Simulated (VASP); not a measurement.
Input of a VASP 6.6.1 run:

Contents of INCAR:

```
ALGO     = Normal         # electronic algorithm
EDIFF    = 1E-7           # SCF threshold, eV
ENCUT    = 520            # plane-wave cutoff, eV
GGA      = VW             # functional
ISIF     = 2              # what is computed and relaxed
ISMEAR   = -1             # smearing method
LASPH    = T              # aspherical terms in the spheres
LCHARG   = F              # write CHGCAR
LREAL    = F              # projectors in reciprocal space
LWAVE    = F              # write WAVECAR
NBANDS   = 35             # bands
NELM     = 80             # most SCF steps
PREC     = Accurate       # precision mode
SIGMA    = 0.05           # smearing width, eV
```

KPOINTS

```
k-points
0
Gamma
  10 10 3
```

File POSCAR:

```
MoS2
1.0
    3.1214304883      0.0000000000      0.0000000000
   -1.5607152441      2.7032380990      0.0000000000
    0.0000000000      0.0000000000     12.0723797232
Mo S
2 4
Direct
    0.6666666667      0.3333333333      0.7500000000
    0.3333333333      0.6666666667      0.2500000000
    0.6666666667      0.3333333333      0.3787247684
    0.3333333333      0.6666666667      0.8787247684
    0.6666666667      0.3333333333      0.1212752316
    0.3333333333      0.6666666667      0.6212752316
```

Potentials or basis: VASP PAW PBE potentials, release 64 (Mo_sv, S).

Launch:

```bash
$ cat potpaw_PBE.64/Mo_sv/POTCAR potpaw_PBE.64/S/POTCAR > POTCAR
$ mpirun -np 1 vasp_std > vasp.out
```

Task: What does it give for the band gap on the k mesh?

Result: 0.78 eV, indirect (least direct gap 1.98 eV).

Task: Predict the pressure.

Result: 0.2 GPa.

Task: What does it give for the largest force?

Result: 0.022 eV/Å.

Forces on the atoms (eV/Å):
```
Mo   0.000  0.000  0.000
Mo   0.000  0.000  0.000
S    0.000  0.000  0.022
S    0.000  0.000  0.022
S    0.000  0.000 -0.022
S    0.000  0.000 -0.022
```

Caveat: the PAW data sets were made with another functional, which shifts forces and pressure a little.

**Measured values to compare with.**

“Multiwavelength excitation Raman Scattering Analysis of bulk and 2 dimensional MoS2: Vibrational properties of atomically thin MoS2 layers”, 2015, arxiv:1506.03228 reports, for a bulk crystal of MoS2 at 300 K: band gap 1.3 eV (indirect).

Against the measured gap of MoS2, 1.3 eV (indirect; 300 K; “Multiwavelength excitation Raman Scattering Analysis of bulk and 2 dimensional MoS2: Vibrational properties of atomically thin MoS2 layers”, 2015, arxiv:1506.03228), the calculated 0.78 eV is off by -0.52 eV. Spin-orbit coupling on Mo is left out. The value is that of SVWN5 on a finite k mesh, which can miss the band edges, without temperature or zero-point motion.
